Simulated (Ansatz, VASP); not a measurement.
## Fe: VASP beside Ansatz

POSCAR

```
Fe
1.0
    2.9816465685      0.0000000000      0.0000000000
    0.0000000000      2.9816465685      0.0000000000
    0.0000000000      0.0000000000      2.9816465685
Fe
1
Direct
    0.0000000000      0.0000000000      0.0000000000
```

INCAR.step1

```
SYSTEM = Fe
ALGO = Normal
EDIFF = 1E-4
ENCUT = 520
GGA = PE
ISMEAR = 0
ISPIN = 2
LASPH = .True.
LCHARG = .False.
LMAXMIX = 4
LREAL = .False.
LWAVE = .True.
MAGMOM = 4
NBANDS = 14
NELM = 150
PREC = Accurate
SIGMA = 0.1
```

The input INCAR.step2:

```
SYSTEM = Fe
ALGO = Normal
EDIFF = 1E-6
ENCUT = 520
ISIF = 2
ISMEAR = 0
ISPIN = 2
ISTART = 1
LASPH = .True.
LCHARG = .False.
LMAXMIX = 4
LMIXTAU = .True.
LORBIT = 11
LREAL = .False.
LWAVE = .False.
MAGMOM = 4
METAGGA = R2SCAN
NBANDS = 14
NELM = 150
PREC = Accurate
SIGMA = 0.1
```

Contents of KPOINTS:

```
k-points
0
Gamma
  6 6 6
  0 0 0
```

Input for Ansatz:

```yaml
crystal:
  lattice:
    - [2.9816465685, 0.0, 0.0]
    - [0.0, 2.9816465685, 0.0]
    - [0.0, 0.0, 2.9816465685]
  atoms:
    - { symbol: Fe, position: [0.0, 0.0, 0.0], spin: 4.0 }
basis:
  ecutwfc: 500
kpoints:
  mp_grid: { grid: [6, 6, 6] }
hamiltonian:
  xc: r2scan
scf:
  occupations: { method: gaussian, width: 0.1 }
  lower_state_search: "off"
output:
  forces: true
  stress: true
  eigenvalues: true
  populations: true
magnetization:
  spin_polarized: true
```

Alike in both runs: task single point; functional r2SCAN; k mesh 6 × 6 × 6; occupations gaussian, width 0.1 eV; collinear spin.

|  | VASP | Ansatz |
| --- | --- | --- |
| version | VASP 6.6.1 | Ansatz 0.2.0 |
| potentials or method | VASP PAW PBE potentials, release 64 (Fe), cutoff 520 eV | scalar-relativistic, plane waves, PAW |
| valence electrons in the cell | 8 | 16 |

VASP gave:

```
gap on the k mesh at the Fermi level (eV)                     : none
pressure (GPa)                                                : -18.1
net moment per atom (μB)                                      : 3.14
size of the moment on the site where the two differ most (μB) : 3.25
```

Task: Estimate Ansatz's values.

Result: gap on the k mesh at the Fermi level (eV): none; pressure (GPa): -18.3; net moment per atom (μB): 3.17; size of the moment on the site where the two differ most (μB): 3.31.

VASP's potentials were made for PBE, not for r2SCAN. Site moments also hang on the region over which each program counts them. A gap of «none» marks a metal or a gap that the smearing closes. With one functional, cell and mesh, what is left measures potentials, basis and numerics. VASP's potentials hold 8 valence electrons a cell and Ansatz's 16, so a difference there can come from the potentials and not from the codes. Ansatz's warnings: stability check not made.
